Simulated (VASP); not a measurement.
# SnO (P4/nmm) in VASP: a series of runs

Runs on SnO. Level: PBE. Tasks: single point.

All numbers are computed with VASP 6.6.1; they aren't measurements. Logs are shortened: lines on timing, memory, paths and dates and some standing lists are left out, and cuts for length are marked.

**1. The cell of the first run**

It takes space group P4/nmm (No. 129, tetragonal). The conventional cell has a = 3.752 Å, b = 3.752 Å, c = 4.915 Å, α = 90.00°, β = 90.00°, γ = 90.00°. Sn (site symmetry 4mm) has 4 O at 2.19 Å within 2.9 Å. Within 2.9 Å of O (site symmetry -4m2) lie 4 Sn at 2.19 Å and 4 O at 2.65 Å.

**2. Single point, PBE (strain -0.030 along x and y, -0.030 along z)**

File INCAR:

```
SYSTEM = SnO
ALGO = Normal ; EDIFF = 1E-6
ENCUT = 520 ; GGA = PE
ISIF = 2 ; ISMEAR = 0
LASPH = .TRUE. ; LCHARG = .FALSE.
LREAL = .FALSE. ; LWAVE = .FALSE.
NBANDS = 28 ; NELM = 60
PREC = Accurate ; SIGMA = 0.05
```

File KPOINTS:

```
k-points
0
G
  10 10 8
  0 0 0
```

File POSCAR:

```
SnO
1.0
    3.7521256289      0.0000000000      0.0000000000
    0.0000000000      3.7521256289      0.0000000000
    0.0000000000      0.0000000000      4.9152585912
Sn O
2 2
Direct
    0.0000000000      0.5000000000      0.2287361932
    0.5000000000      0.0000000000      0.7712638068
    0.0000000000      0.0000000000      0.0000000000
    0.5000000000      0.5000000000      0.0000000000
```

Potentials or basis: VASP PAW PBE potentials, release 64 (Sn_d, O).

Launch:

```sh
$ cat potpaw_PBE.64/Sn_d/POTCAR potpaw_PBE.64/O/POTCAR > POTCAR
$ mpirun -np 1 vasp_std > vasp.out
```

OUTCAR:

```text
SYSTEM = SnO
   EDIFF = 1E-6
   ENCUT = 520
   GGA = PE
   ISIF = 2
   ISMEAR = 0
   LASPH = .TRUE.
   LREAL = .FALSE.
   NELM = 60
   PREC = Accurate

 ion  position               nearest neighbor table
   1  0.000  0.500  0.229-   3 2.19   4 2.19   3 2.19   4 2.19   2 3.48   2 3.48   2 3.48   2 3.48

   2  0.500  0.000  0.771-   3 2.19   4 2.19   4 2.19   3 2.19   1 3.48   1 3.48   1 3.48   1 3.48

   3  0.000  0.000  0.000-   1 2.19   2 2.19   1 2.19   2 2.19
   4  0.500  0.500  0.000-   1 2.19   2 2.19   2 2.19   1 2.19

  LATTYP: Found a simple tetragonal cell.
 ALAT       =     3.7521256289
 C/A-ratio  =     1.3099930752

  Lattice vectors:

 A1 = (   3.7521256289,   0.0000000000,   0.0000000000)
 A2 = (   0.0000000000,   3.7521256289,   0.0000000000)
 A3 = (   0.0000000000,   0.0000000000,   4.9152585912)

Analysis of symmetry for initial positions (statically):
=====================================================================
 Subroutine PRICEL returns:
 Original cell was already a primitive cell.

 Routine SETGRP: Setting up the symmetry group for a
 simple tetragonal supercell.

 Subroutine GETGRP returns: Found 16 space group operations
 (whereof  8 operations were pure point group operations)
 out of a pool of 16 trial point group operations.

The static configuration has the point symmetry D_2d.
 The point group associated with its full space group is D_4h.

Analysis of symmetry for dynamics (positions and initial velocities):
=====================================================================
 Subroutine PRICEL returns:
 Original cell was already a primitive cell.

 Routine SETGRP: Setting up the symmetry group for a
 simple tetragonal supercell.

 Subroutine GETGRP returns: Found 16 space group operations
 (whereof  8 operations were pure point group operations)
 out of a pool of 16 trial point group operations.

The dynamic configuration has the point symmetry D_2d.
 The point group associated with its full space group is D_4h.

 Subroutine INISYM returns: Found 16 space group operations
 (whereof  8 operations are pure point group operations),
 and found     1 'primitive' translations

----------------------------------------------------------------------------------------

                                     Primitive cell

  volume of cell :      69.1992

  direct lattice vectors                    reciprocal lattice vectors
     3.752125629  0.000000000  0.000000000     0.266515596  0.000000000  0.000000000
     0.000000000  3.752125629  0.000000000     0.000000000  0.266515596  0.000000000
     0.000000000  0.000000000  4.915258591     0.000000000  0.000000000  0.203448096

  length of vectors
     3.752125629  3.752125629  4.915258591     0.266515596  0.266515596  0.203448096

  position of ions in fractional coordinates (direct lattice)
     0.000000000  0.500000000  0.228736193
     0.500000000  0.000000000  0.771263807
     0.000000000  0.000000000  0.000000000
     0.500000000  0.500000000  0.000000000

  ion indices of the primitive-cell ions
   primitive index   ion index
                 1           1
                 2           2
                 3           3
                 4           4

----------------------------------------------------------------------------------------

 KPOINTS: k-points

Automatic generation of k-mesh.
 Grid dimensions read from file:
 generate k-points for:   10   10    8

 Generating k-lattice:

  Cartesian coordinates                     Fractional coordinates (reciprocal lattice)
     0.026651560  0.000000000  0.000000000     0.100000000  0.000000000  0.000000000
     0.000000000  0.026651560  0.000000000     0.000000000  0.100000000  0.000000000
     0.000000000  0.000000000  0.025431012     0.000000000  0.000000000  0.125000000

  Length of vectors
     0.026651560  0.026651560  0.025431012

  Shift w.r.t. Gamma in fractional coordinates (k-lattice)
     0.000000000  0.000000000  0.000000000

 Subroutine IBZKPT returns following result:
 ===========================================

 Found    105 irreducible k-points:

 Following reciprocal coordinates:
            Coordinates               Weight
  0.000000  0.000000  0.000000      1.000000
  0.100000  0.000000  0.000000      4.000000
  0.200000  0.000000  0.000000      4.000000
  0.300000  0.000000  0.000000      4.000000
  0.400000  0.000000  0.000000      4.000000
  0.500000  0.000000  0.000000      2.000000
[... 16 lines left out ...]
  0.100000  0.000000  0.125000      8.000000
  0.200000  0.000000  0.125000      8.000000
 [... further k-points ...]
   k-points           NKPTS =    105   k-points in BZ     NKDIM =    105   number of bands    NBANDS=     28
   number of dos      NEDOS =    301   number of ions     NIONS =      4
   total plane-waves  NPLWV =  31360
   dimension x,y,z NGX =    28 NGY =   28 NGZ =   40
   dimension x,y,z NGXF=    56 NGYF=   56 NGZF=   80
   ions per type =               2   2
   NGX,Y,Z   is equivalent  to a cutoff of  12.41, 12.41, 13.53 a.u.
   NGXF,Y,Z  is equivalent  to a cutoff of  24.81, 24.81, 27.06 a.u.
 SYSTEM =  SnO
   PREC   = accura    normal or accurate (medium, high low for compatibility)
   ISTART =      0    job   : 0-new  1-cont  2-samecut
   ICHARG =      2    charge: 1-file 2-atom 10-const
   ISPIN  =      1    spin polarized calculation?
   LNONCOLLINEAR =      F non collinear calculations
   LSORBIT =      F    spin-orbit coupling
   LASPH  =      T    aspherical Exc in radial PAW
   ENCUT  =  520.0 eV  38.22 Ry    6.18 a.u.   6.98  6.98  9.14*2*pi/ulx,y,z
   NELM   =     60;   NELMIN=  2; NELMDL= -5     # of ELM steps
   EDIFF  = 0.1E-05   stopping-criterion for ELM
   LREAL  =      F    real-space projection
   EDIFFG = 0.1E-04   stopping-criterion for IOM
   NSW    =      0    number of steps for IOM
   IBRION =     -1    ionic relax: 0-MD 1-quasi-New 2-CG
   NFREE  =      0    steps in history (QN), initial steepest desc. (CG)
   ISIF   =      2    stress and relaxation
   ISYM   =      2    0-nonsym 1-usesym 2-fastsym
   POTIM  = 0.5000    time-step for ionic-motion
   TEBEG  =    0.0;   TEEND  =   0.0 temperature during run
   PSTRESS=    0.0 pullay stress
   NELECT =      40.0000    total number of electrons
   NUPDOWN=      -1.0000    fix difference up-down
   EMIN   =  10.00;   EMAX   =-10.00  energy-range for DOS
   EFERMI =   0.00;   METHOD = LEGACY
   ISMEAR =     0;   SIGMA  =   0.05  broadening in eV -4-tet -1-fermi 0-gaus
   EFERMI_NEDOS =   21; number of points for ismear=-14 and -15
   IALGO  =     38    algorithm
   IMIX   =      4    mixing-type and parameters
     AMIX     =   0.40;   BMIX     =  1.00
     AMIX_MAG =   1.60;   BMIX_MAG =  1.00
  volume/ion in A,a.u.               =      17.30       116.74
  Fermi-wavevector in a.u.,A,eV,Ry     =   1.363728  2.577072 25.303494  1.859754
  Thomas-Fermi vector in A             =   2.490106
   LORBIT       =      0    0 simple, 1 ext, 2 COOP (PROOUT), +10 PAW based schemes
   GGA     = PE    functional components
   LHFCALC =     F    Hartree Fock is set to
   AEXX    =    0.0000 exact exchange contribution
   IVDW    =     0    specifies the selected vdW correction
   LEPSILON=     F    determine dielectric tensor
   LRPA    =     F    only Hartree local field effects (RPA)
 non-spin polarized calculation
 Gauss-broadening in eV      SIGMA  =   0.05
  energy-cutoff  :      520.00
  volume of cell :       69.20
 maximum number of plane-waves:      1888
 NGX is ok and might be reduce to    28
   NGX = 13   NGY = 13   NGZ = 19

 number of electron      40.0000006 magnetization

 Free energy of the ion-electron system (eV)
  ---------------------------------------------------
  ext. energy  EPLUGINS =         0.00000000
  ---------------------------------------------------
  free energy    TOTEN  =       -22.53519413 eV

  energy without entropy =      -22.53518631  energy(sigma->0) =      -22.53519022

 E-fermi :   7.5994     XC(G=0): -10.2812

 val. band max:        7.4992335513   @ k =   0.1000   0.0000   0.0000
 cond. band min:       7.6855358196   @ k =   0.5000   0.5000   0.0000
 fundamental gap:      0.1863022683
 Fermi energy:         7.5993669997

 k-point     1 :       0.0000    0.0000    0.0000
  band No.  band energies     occupation
      1     -14.8000      2.00000
      2     -14.2358      2.00000
      3     -14.2339      2.00000
      4     -14.2339      2.00000
      5     -14.1730      2.00000
      6     -14.1688      2.00000
[... 20 lines left out ...]
     27      14.4237      0.00000
     28      14.7808      0.00000

 k-point     2 :       0.1000    0.0000    0.0000
  band No.  band energies     occupation
      1     -14.7948      2.00000
      2     -14.2397      2.00000
      3     -14.2317      2.00000
      4     -14.2313      2.00000
      5     -14.2007      2.00000
      6     -14.1751      2.00000
[... 20 lines left out ...]
     27      14.5976      0.00000
     28      15.6868      0.00000

 k-point     3 :       0.2000    0.0000    0.0000
  band No.  band energies     occupation
      1     -14.7800      2.00000
      2     -14.3534      2.00000
      3     -14.2259      2.00000
      4     -14.2236      2.00000
      5     -14.2056      2.00000
      6     -14.1806      2.00000
[... 20 lines left out ...]
     27      14.8118      0.00000
     28      17.3402      0.00000

 k-point     4 :       0.3000    0.0000    0.0000
  band No.  band energies     occupation
      1     -14.7561      2.00000
      2     -14.4834      2.00000
      3     -14.2179      2.00000
      4     -14.2117      2.00000
      5     -14.1909      2.00000
      6     -14.1878      2.00000
[... 578 lines left out ...]
     27      14.2924      0.00000
     28      14.8957      0.00000

 k-point    23 :       0.1000    0.0000    0.1250
  band No.  band energies     occupation
      1     -14.7932      2.00000
      2     -14.2438      2.00000
      3     -14.2293      2.00000
      4     -14.2275      2.00000
      5     -14.2027      2.00000
      6     -14.1737      2.00000
[... 20 lines left out ...]
     27      14.5583      0.00000
     28      15.7198      0.00000

 k-point    24 :       0.2000    0.0000    0.1250
  band No.  band energies     occupation
      1     -14.7789      2.00000
      2     -14.3575      2.00000
      3     -14.2254      2.00000
      4     -14.2200      2.00000
      5     -14.2068      2.00000
      6     -14.1796      2.00000
[... 20 lines left out ...]
     27      14.8872      0.00000
     28      17.3007      0.00000

 [... further k-points ...]
[... 5 lines left out ...]
  --------------------------------------------------------------------------------------
  -------------------------------------------------------------------------------------
  Total        4.4401480      4.4401480      3.4014569      0.0000000     -0.0000000      0.0000000
  in kB      102.8032670    102.8032670     78.7543300      0.0000000     -0.0000000      0.0000000
  external PRESSURE =      94.7869547 kB  Pullay stress =       0.0000000 kB

 VOLUME and BASIS-vectors are now :
 -----------------------------------------------------------------------------
  energy-cutoff  :      520.00
  volume of cell :       69.20
      direct lattice vectors                 reciprocal lattice vectors
     3.752125629  0.000000000  0.000000000     0.266515596  0.000000000  0.000000000
     0.000000000  3.752125629  0.000000000     0.000000000  0.266515596  0.000000000
     0.000000000  0.000000000  4.915258591     0.000000000  0.000000000  0.203448096

 POSITION                                       TOTAL-FORCE (eV/Angst)
 -----------------------------------------------------------------------------------
      0.00000      1.87606      1.12430         0.000000      0.000000      1.444456
      1.87606      0.00000      3.79096        -0.000000      0.000000     -1.444456
      0.00000      0.00000      0.00000         0.000000     -0.000000      0.000000
      1.87606      1.87606      0.00000        -0.000000      0.000000      0.000000
 -----------------------------------------------------------------------------------
    total drift:                                0.000000      0.000000      0.000000

  FREE ENERGIE OF THE ION-ELECTRON SYSTEM (eV)
  ---------------------------------------------------
  free  energy   TOTEN  =       -22.5351941260 eV

  energy  without entropy=      -22.5351863134  energy(sigma->0) =      -22.53519022
```

It took 1.7 min on 1 thread of AMD EPYC 9R45 (Zen 5), shared host; peak memory 0.26 GiB.

What came out:

| Quantity | Value |
| --- | --- |
| Free energy | -22.5352 eV |
| Pressure | 9.5 GPa |
| Largest force | 1.444 eV/Å |
| Band gap on the k mesh | 0.19 eV (least direct gap 1.99 eV) |

Forces on the atoms (eV/Å):
```
Sn   0.000  0.000  1.444
Sn   0.000  0.000 -1.444
O    0.000  0.000  0.000
O    0.000  0.000  0.000
```

Stress tensor (GPa, compression positive):
```
10.28  0.00  0.00
 0.00 10.28  0.00
 0.00  0.00  7.88
```

Caveat: the cell differs from its parent crystal (strain -0.030 along x and y, -0.030 along z); the cell stands under pressure; spin-orbit coupling is left out, which moves the levels of the heavy elements; forces of over 1 eV/Å act on the atoms, so gaps and moduli don't describe the material at rest. A k mesh can miss the band edges.

(Part 1 of 2 ends here.)
